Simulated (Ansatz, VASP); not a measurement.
Two plane-wave programs on SiBiS

INCAR

```
SYSTEM = SiBiS
  PREC = Accurate
  ENCUT = 520
  EDIFF = 1E-7
  ISMEAR = 0
  SIGMA = 0.1
  LREAL = .False.
  LASPH = .True.
  NELM = 100
  ALGO = Normal
  ISIF = 2
  LWAVE = .False.
  LCHARG = .False.
  GGA = PE
  NBANDS = 34
```

Contents of KPOINTS:

```
regular mesh
0
Gamma
  4 4 4
  0 0 0
```

The input POSCAR:

```
SiBiS
1.0
    2.1020627600     -5.4889501700      0.0000000000
    2.1020627600      5.4889501700      0.0000000000
    0.0000000000      0.0000000000      6.0108524600
Si Bi S
2 2 2
Direct
    0.0000000000      0.0000000000      0.0000000000
    0.0000000000      0.0000000000      0.5000000000
    0.6893123400      0.3106876600      0.7500000000
    0.3106876600      0.6893123400      0.2500000000
    0.3955846300      0.6044153700      0.7500000000
    0.6044153700      0.3955846300      0.2500000000
```

Input for Ansatz:

```yaml
crystal:
  lattice:
    - [2.10206276, -5.48895017, 0.0]
    - [2.10206276, 5.48895017, 0.0]
    - [0.0, 0.0, 6.01085246]
  atoms:
    - { symbol: Si, position: [0.0, 0.0, 0.0] }
    - { symbol: Si, position: [0.0, 0.0, 0.5] }
    - { symbol: Bi, position: [0.68931234, 0.31068766, 0.75] }
    - { symbol: Bi, position: [0.31068766, 0.68931234, 0.25] }
    - { symbol: S, position: [0.39558463, 0.60441537, 0.75] }
    - { symbol: S, position: [0.60441537, 0.39558463, 0.25] }
basis:
  ecutwfc: 420
kpoints:
  mp_grid: { grid: [4, 4, 4] }
hamiltonian:
  xc: pbe
scf:
  occupations: { method: gaussian, width: 0.1 }
  lower_state_search: "off"
output:
  forces: true
  stress: true
  eigenvalues: true
```

Change from the starting cell: species swapped into the GdAlGe type (Cmcm, No. 63).

Alike in both runs: task single point; functional PBE; k mesh 4 × 4 × 4; occupations gaussian, width 0.1 eV; no spin polarisation.

|  | VASP | Ansatz |
| --- | --- | --- |
| version | VASP 6.6.1 | Ansatz 0.2.0 |
| potentials or method | VASP PAW PBE potentials, release 64 (Si, Bi_d, S), cutoff 520 eV | scalar-relativistic, plane waves, PAW |
| valence electrons in the cell | 50 | 50 |

```tsv
	VASP	Ansatz	Ansatz less VASP
gap on the k mesh at the Fermi level (eV)	none	none	-
pressure (GPa)	-3.1	-3.1	+0.05
traceless stress, the component that is largest in VASP (GPa)	-1.99	-1.99	-0.001
rms of the force components (eV/Å)	0.131	0.131	-0.0002
```

Atom by atom the forces differ by 0.001 eV/Å (rms over components). A gap of «none» marks a metal or a gap that the smearing closes. With one functional, cell and mesh, what is left measures potentials, basis and numerics.

The k mesh is coarse, so the values compare programs but aren't converged. Spin-orbit coupling is off throughout.
